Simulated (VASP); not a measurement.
# TiC (I4/mmm) in VASP: notebook

TiC is run at these levels: PBEsol; tasks: single point.

All numbers are computed with VASP 6.6.1; they aren't measurements. Logs are shortened: lines on timing, memory, paths and dates and some standing lists are left out, and cuts for length are marked.

### Step 1. The cell of the first run

It takes space group I4/mmm (No. 139, tetragonal). The conventional cell has a = 2.999 Å, b = 2.999 Å, c = 4.328 Å, α = 90.00°, β = 90.00°, γ = 90.00°. Ti (site symmetry 4/mmm) has 6 C at 2.12 to 2.16 Å within 2.8 Å. C (site symmetry 4/mmm) has 6 Ti at 2.12 to 2.16 Å within 2.8 Å.

### Step 2. Single point, PBEsol (equal xx and yy strain of -2 %)

File INCAR:

```
SYSTEM = TiC
  PREC = Accurate
  ENCUT = 520
  EDIFF = 1E-7
  ISMEAR = -1
  SIGMA = 0.03
  LREAL = .False.
  LASPH = .True.
  NELM = 100
  ALGO = Normal
  ISIF = 2
  LWAVE = .False.
  LCHARG = .False.
  GGA = PS
  NBANDS = 15
```

File KPOINTS:

```
Automatic mesh
0
Gamma
  16 16 16
  0 0 0
```

File POSCAR:

```
TiC
1.0
    0.0000000000      2.1207200000      2.1640000000
    2.1207200000      0.0000000000      2.1640000000
    2.1207200000      2.1207200000      0.0000000000
Ti C
1 1
Direct
    0.0000000000      0.0000000000      0.0000000000
    0.5000000000      0.5000000000      0.5000000000
```

Potentials or basis: VASP PAW PBE potentials, release 64 (Ti_sv, C).

Launch:

```bash
$ cat potpaw_PBE.64/Ti_sv/POTCAR potpaw_PBE.64/C/POTCAR > POTCAR
$ mpirun -np 1 vasp_std > vasp.out
```

OUTCAR:

```text
SYSTEM = TiC
   PREC = Accurate
   ENCUT = 520
   EDIFF = 1E-7
   ISMEAR = -1
   LREAL = .False.
   LASPH = .True.
   NELM = 100
   ISIF = 2
   GGA = PS

 ion  position               nearest neighbor table
   1  0.000  0.000  0.000-   2 2.12   2 2.12   2 2.12   2 2.12   2 2.16   2 2.16
   2  0.500  0.500  0.500-   1 2.12   1 2.12   1 2.12   1 2.12   1 2.16   1 2.16

  LATTYP: Found a body centered tetragonal cell.
 ALAT       =     2.9991509860
 C/A-ratio  =     1.4430750636

  Lattice vectors:

 A1 = (  -2.1207200000,   0.0000000000,   2.1640000000)
 A2 = (   2.1207200000,   0.0000000000,   2.1640000000)
 A3 = (   0.0000000000,   2.1207200000,  -2.1640000000)

Analysis of symmetry for initial positions (statically):
=====================================================================
 Subroutine PRICEL returns:
 Original cell was already a primitive cell.

 Routine SETGRP: Setting up the symmetry group for a
 body centered tetragonal supercell.

 Subroutine GETGRP returns: Found 16 space group operations
 (whereof 16 operations were pure point group operations)
 out of a pool of 16 trial point group operations.

The static configuration has the point symmetry D_4h.

Analysis of symmetry for dynamics (positions and initial velocities):
=====================================================================
 Subroutine PRICEL returns:
 Original cell was already a primitive cell.

 Routine SETGRP: Setting up the symmetry group for a
 body centered tetragonal supercell.

 Subroutine GETGRP returns: Found 16 space group operations
 (whereof 16 operations were pure point group operations)
 out of a pool of 16 trial point group operations.

The dynamic configuration has the point symmetry D_4h.

 Subroutine INISYM returns: Found 16 space group operations
 (whereof 16 operations are pure point group operations),
 and found     1 'primitive' translations

----------------------------------------------------------------------------------------

                                     Primitive cell

  volume of cell :      19.4650

  direct lattice vectors                    reciprocal lattice vectors
     0.000000000  2.120720000  2.164000000    -0.235768984  0.235768984  0.231053604
     2.120720000  0.000000000  2.164000000     0.235768984 -0.235768984  0.231053604
     2.120720000  2.120720000  0.000000000     0.235768984  0.235768984 -0.231053604

  length of vectors
     3.029909127  3.029909127  2.999150986     0.405659705  0.405659705  0.405659705

  position of ions in fractional coordinates (direct lattice)
     0.000000000  0.000000000  0.000000000
     0.500000000  0.500000000  0.500000000

  ion indices of the primitive-cell ions
   primitive index   ion index
                 1           1
                 2           2

----------------------------------------------------------------------------------------

 KPOINTS: Automatic mesh

Automatic generation of k-mesh.
 Grid dimensions read from file:
 generate k-points for:   16   16   16

 Generating k-lattice:

  Cartesian coordinates                     Fractional coordinates (reciprocal lattice)
    -0.014735562  0.014735562  0.014440850     0.062500000  0.000000000  0.000000000
     0.014735562 -0.014735562  0.014440850     0.000000000  0.062500000  0.000000000
     0.014735562  0.014735562 -0.014440850     0.000000000  0.000000000  0.062500000

  Length of vectors
     0.025353732  0.025353732  0.025353732

  Shift w.r.t. Gamma in fractional coordinates (k-lattice)
     0.000000000  0.000000000  0.000000000

 Subroutine IBZKPT returns following result:
 ===========================================

 Found    349 irreducible k-points:

 Following reciprocal coordinates:
            Coordinates               Weight
  0.000000  0.000000  0.000000      1.000000
  0.062500  0.000000  0.000000      8.000000
  0.125000  0.000000  0.000000      8.000000
  0.187500 -0.000000  0.000000      8.000000
  0.250000  0.000000  0.000000      8.000000
  0.312500  0.000000  0.000000      8.000000
[... 16 lines left out ...]
 -0.125000  0.062500  0.000000      8.000000
 -0.062500  0.062500  0.000000      4.000000
 [... further k-points ...]
   k-points           NKPTS =    349   k-points in BZ     NKDIM =    349   number of bands    NBANDS=     15
   number of dos      NEDOS =    301   number of ions     NIONS =      2
   total plane-waves  NPLWV =  13824
   dimension x,y,z NGX =    24 NGY =   24 NGZ =   24
   dimension x,y,z NGXF=    48 NGYF=   48 NGZF=   48
   ions per type =               1   1
   NGX,Y,Z   is equivalent  to a cutoff of  13.17, 13.17, 13.30 a.u.
   NGXF,Y,Z  is equivalent  to a cutoff of  26.34, 26.34, 26.61 a.u.
 SYSTEM =  TiC
   PREC   = accura    normal or accurate (medium, high low for compatibility)
   ISTART =      0    job   : 0-new  1-cont  2-samecut
   ICHARG =      2    charge: 1-file 2-atom 10-const
   ISPIN  =      1    spin polarized calculation?
   LNONCOLLINEAR =      F non collinear calculations
   LSORBIT =      F    spin-orbit coupling
   LASPH  =      T    aspherical Exc in radial PAW
   ENCUT  =  520.0 eV  38.22 Ry    6.18 a.u.   5.63  5.63  5.58*2*pi/ulx,y,z
   NELM   =    100;   NELMIN=  2; NELMDL= -5     # of ELM steps
   EDIFF  = 0.1E-06   stopping-criterion for ELM
   LREAL  =      F    real-space projection
   EDIFFG = 0.1E-05   stopping-criterion for IOM
   NSW    =      0    number of steps for IOM
   IBRION =     -1    ionic relax: 0-MD 1-quasi-New 2-CG
   NFREE  =      0    steps in history (QN), initial steepest desc. (CG)
   ISIF   =      2    stress and relaxation
   ISYM   =      2    0-nonsym 1-usesym 2-fastsym
   POTIM  = 0.5000    time-step for ionic-motion
   TEBEG  =    0.0;   TEEND  =   0.0 temperature during run
   PSTRESS=    0.0 pullay stress
   NELECT =      16.0000    total number of electrons
   NUPDOWN=      -1.0000    fix difference up-down
   EMIN   =  10.00;   EMAX   =-10.00  energy-range for DOS
   EFERMI =   0.00;   METHOD = LEGACY
   ISMEAR =    -1;   SIGMA  =   0.03  broadening in eV -4-tet -1-fermi 0-gaus
   EFERMI_NEDOS =   21; number of points for ismear=-14 and -15
   IALGO  =     38    algorithm
   IMIX   =      4    mixing-type and parameters
     AMIX     =   0.40;   BMIX     =  1.00
     AMIX_MAG =   1.60;   BMIX_MAG =  1.00
  volume/ion in A,a.u.               =       9.73        65.68
  Fermi-wavevector in a.u.,A,eV,Ry     =   1.533546  2.897982 31.997689  2.351764
  Thomas-Fermi vector in A             =   2.640598
   LORBIT       =      0    0 simple, 1 ext, 2 COOP (PROOUT), +10 PAW based schemes
   GGA     = PS    functional components
   LHFCALC =     F    Hartree Fock is set to
   AEXX    =    0.0000 exact exchange contribution
   IVDW    =     0    specifies the selected vdW correction
   LEPSILON=     F    determine dielectric tensor
   LRPA    =     F    only Hartree local field effects (RPA)
 non-spin polarized calculation
  energy-cutoff  :      520.00
  volume of cell :       19.46
 maximum number of plane-waves:       541
   NGX = 11   NGY = 11   NGZ = 11

 number of electron      16.0000003 magnetization

 Free energy of the ion-electron system (eV)
  ---------------------------------------------------
  ext. energy  EPLUGINS =         0.00000000
  ---------------------------------------------------
  free energy    TOTEN  =       -19.78965339 eV

  energy without entropy =      -19.78876495  energy(sigma->0) =      -19.78920917

 E-fermi :   9.7979     XC(G=0): -13.0827

 val. band max:        9.7975228276   @ k =   0.4375   0.0000   0.3750
 cond. band min:       9.8014770955   @ k =  -0.0625   0.0625   0.0000
 fundamental gap:      0.0039542679
 Fermi energy:         9.7979424728

 k-point     1 :       0.0000    0.0000    0.0000
  band No.  band energies     occupation
      1     -46.3920      2.00000
      2     -22.5115      2.00000
      3     -22.4858      2.00000
      4     -22.4858      2.00000
      5      -2.7548      2.00000
      6      10.3833      0.00000
      7      10.5447      0.00000
      8      10.5447      0.00000
      9      11.5125      0.00000
     10      11.5403      0.00000
     11      11.6004      0.00000
     12      11.6004      0.00000
     13      11.7096      0.00000
     14      20.9406      0.00000
     15      23.9134      0.00000

 k-point     2 :       0.0625    0.0000    0.0000
  band No.  band energies     occupation
      1     -46.3885      2.00000
      2     -22.5249      2.00000
      3     -22.4985      2.00000
      4     -22.4876      2.00000
      5      -2.6605      2.00000
      6      10.0255      0.00101
      7      10.2367      0.00000
      8      10.3550      0.00000
      9      10.8475      0.00000
     10      10.9073      0.00000
     11      11.8212      0.00000
     12      12.5850      0.00000
     13      12.7302      0.00000
     14      21.0963      0.00000
     15      23.9773      0.00000

 k-point     3 :       0.1250    0.0000    0.0000
  band No.  band energies     occupation
      1     -46.3787      2.00000
      2     -22.5862      2.00000
      3     -22.5112      2.00000
      4     -22.4927      2.00000
      5      -2.3839      2.00000
      6       9.1316      2.00000
      7       9.4561      1.99998
      8       9.5554      1.99938
      9      10.9215      0.00000
     10      10.9743      0.00000
     11      12.1709      0.00000
     12      13.6927      0.00000
     13      13.8637      0.00000
     14      21.4681      0.00000
     15      24.0754      0.00000
[... 343 lines left out ...]
 k-point    23 :      -0.1250    0.0625    0.0000
  band No.  band energies     occupation
      1     -46.3712      2.00000
      2     -22.6222      2.00000
      3     -22.5390      2.00000
      4     -22.4887      2.00000
      5      -2.1664      2.00000
      6       8.6262      2.00000
      7       8.9881      2.00000
      8       9.1236      2.00000
      9      10.8691      0.00000
     10      11.3843      0.00000
     11      12.5111      0.00000
     12      13.5346      0.00000
     13      14.9164      0.00000
     14      21.7451      0.00000
     15      24.0647      0.00000

 k-point    24 :      -0.0625    0.0625    0.0000
  band No.  band energies     occupation
      1     -46.3828      2.00000
      2     -22.5449      2.00000
      3     -22.5264      2.00000
      4     -22.4861      2.00000
      5      -2.5004      2.00000
      6       9.5308      1.99973
      7       9.7343      1.78602
      8       9.8015      0.94116
      9      10.6632      0.00000
     10      11.2024      0.00000
     11      12.1861      0.00000
     12      12.7142      0.00000
     13      13.7951      0.00000
     14      21.3522      0.00000
     15      24.0374      0.00000

 [... further k-points ...]

------------------------ aborting loop because EDIFF is reached ----------------------------------------

  FORCE on cell =-STRESS in cart. coord.  units (eV):
  Direction    XX          YY          ZZ          XY          YZ          ZX
  --------------------------------------------------------------------------------------
  -------------------------------------------------------------------------------------
  Total        0.9560398      0.9560398     -0.1193288      0.0000000     -0.0000000      0.0000000
  in kB       78.6923742     78.6923742     -9.8220451      0.0000000     -0.0000000      0.0000000
  external PRESSURE =      49.1875678 kB  Pullay stress =       0.0000000 kB

 VOLUME and BASIS-vectors are now :
 -----------------------------------------------------------------------------
  energy-cutoff  :      520.00
  volume of cell :       19.46
      direct lattice vectors                 reciprocal lattice vectors
     0.000000000  2.120720000  2.164000000    -0.235768984  0.235768984  0.231053604
     2.120720000  0.000000000  2.164000000     0.235768984 -0.235768984  0.231053604
     2.120720000  2.120720000  0.000000000     0.235768984  0.235768984 -0.231053604

 POSITION                                       TOTAL-FORCE (eV/Angst)
 -----------------------------------------------------------------------------------
      0.00000      0.00000      0.00000        -0.000000     -0.000000     -0.000000
      2.12072      2.12072      2.16400         0.000000      0.000000      0.000000
 -----------------------------------------------------------------------------------
    total drift:                                0.000000     -0.000000     -0.000000

  FREE ENERGIE OF THE ION-ELECTRON SYSTEM (eV)
  ---------------------------------------------------
  free  energy   TOTEN  =       -19.7896533924 eV

  energy  without entropy=      -19.7887649531  energy(sigma->0) =      -19.78920917
```

It took 71 s on 1 thread of Intel Xeon Platinum 8488C (Sapphire Rapids), shared host; peak memory 0.22 GiB.

Results:

```
Free energy            : -19.7897 eV
Pressure               : 4.9 GPa
Band gap on the k mesh : zero (band 8 reaches 10.54 eV, above the bottom of band 9 at 9.33 eV)
```

Stress tensor (GPa, compression positive):
```
 7.87  0.00  0.00
 0.00  7.87  0.00
 0.00  0.00 -0.98
```

Levels at points of the mesh, in eV from the Fermi level:
| k point | band 6 | band 7 | band 8 | band 9 | band 10 | band 11 |
| --- | --- | --- | --- | --- | --- | --- |
| (0.00, 0.00, 0.00) | 0.59 | 0.75 | 0.75 | 1.71 | 1.74 | 1.80 |
| (0.50, 0.00, 0.00) | -6.06 | -3.05 | -3.01 | 3.06 | 3.15 | 4.38 |
| (0.50, 0.50, 0.00) | -3.60 | -1.77 | 0.13 | 0.13 | 2.91 | 3.74 |
| (0.50, 0.00, 0.50) | -3.37 | -1.80 | -0.03 | -0.01 | 2.91 | 3.69 |

Caveat: the cell differs from its parent crystal (equal xx and yy strain of -2 %); the PAW data sets were made with another functional, which shifts forces and pressure a little.

### Step 3. Single point, PBEsol (zz strain of -3 %)

File INCAR:

```
SYSTEM = TiC
ALGO = Normal
EDIFF = 1E-6
ENCUT = 520
GGA = PS
ISIF = 2
ISMEAR = -1
LASPH = .True.
LCHARG = .True.
LELF = .True.
LREAL = .False.
LVHAR = .True.
LWAVE = .False.
NBANDS = 15
NELM = 80
PREC = Accurate
SIGMA = 0.03
```

File KPOINTS:

```
k-points
0
Gamma
  16 16 16
  0 0 0
```

File POSCAR:

```
TiC
1.0
    0.0000000000      2.1640000000      2.0990800000
    2.1640000000      0.0000000000      2.0990800000
    2.1640000000      2.1640000000      0.0000000000
Ti C
1 1
Direct
    0.0000000000      0.0000000000      0.0000000000
    0.5000000000      0.5000000000      0.5000000000
```

Potentials or basis: VASP PAW PBE potentials, release 64 (Ti_sv, C).

Launch:

```bash
$ cat potpaw_PBE.64/Ti_sv/POTCAR potpaw_PBE.64/C/POTCAR > POTCAR
$ mpirun -np 1 vasp_std > vasp.out
```

Run time: 59 s. Hardware: 1 thread of Intel Xeon Platinum 8488C (Sapphire Rapids), shared host; peak memory 0.22 GiB.

The run converged. Its results:

```
Free energy            : -19.7840 eV
Pressure               : 2.3 GPa
Band gap on the k mesh : zero (band 8 reaches 10.53 eV, above the bottom of band 9 at 9.07 eV)
```

Stress tensor (GPa, compression positive):
```
-2.36  0.00  0.00
 0.00 -2.36  0.00
 0.00  0.00 11.73
```

Levels at points of the mesh, in eV from the Fermi level:
| k point | band 5 | band 6 | band 7 | band 8 | band 9 | band 10 | band 11 | band 12 |
| --- | --- | --- | --- | --- | --- | --- | --- | --- |
| (0.00, 0.00, 0.00) | -12.53 | 0.59 | 0.59 | 0.83 | 1.67 | 1.69 | 1.69 | 1.83 |
| (0.50, 0.00, 0.00) | -8.84 | -6.04 | -3.05 | -2.99 | 2.97 | 3.12 | 4.31 | 8.30 |
| (0.50, 0.50, 0.00) | -10.17 | -3.23 | -1.82 | -0.16 | -0.16 | 2.86 | 3.69 | 3.69 |
| (0.50, 0.00, 0.50) | -10.22 | -3.58 | -1.76 | 0.06 | 0.10 | 2.83 | 3.58 | 3.76 |

Caveat: the cell differs from its parent crystal (zz strain of -3 %); the PAW data sets were made with another functional, which shifts forces and pressure a little.
